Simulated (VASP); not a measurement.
## MgO: single point with PBEsol

MgO:

```
Mg O
1.0
     0.00000    2.10700    2.10700
     2.10700    0.00000    2.10700
     2.10700    2.10700    0.00000
Mg O
1 1
Direct
  0.00000 0.00000 0.00000
  0.50000 0.50000 0.50000
```

| Item | Value |
| --- | --- |
| Program | VASP 6.6.1 |
| Task | single point |
| Functional | PBEsol |
| Potentials or basis | VASP PAW PBE potentials, release 64 (Mg, O) |
| Cutoff | 520 eV |
| k mesh | 8 × 8 × 8 |
| Occupations | fermi-dirac, width 0.03 eV |
| Spin | no spin polarisation |
| Dipole correction | no |
| Further INCAR settings | ALGO = Normal; EDIFF = 1e-06; NBANDS = 11 |

```
Pressure               : -0.5 GPa
Band gap on the k mesh : 4.62 eV, direct
```

Levels at points of the mesh, in eV from the valence-band top:
```
           k point  band 2  band 3  band 4  band 5  band 6  band 7
(0.00, 0.00, 0.00)    0.00    0.00    0.00    4.62   15.62   15.62
(0.50, 0.00, 0.00)   -4.67   -0.66   -0.66    7.74   12.49   16.16
(0.50, 0.50, 0.00)   -4.14   -1.36   -1.36    8.92    9.86   12.96
```

Run time: 5.5 s on 1 thread of Intel(R) Xeon(R) Platinum 8375C CPU @ 2.90GHz (Ice Lake), on a shared host, peak memory 0.14 GiB.

Caveat: the PAW data sets were made with another functional, which shifts forces and pressure a little. As with any semilocal functional, this PBEsol gap is likely too small.
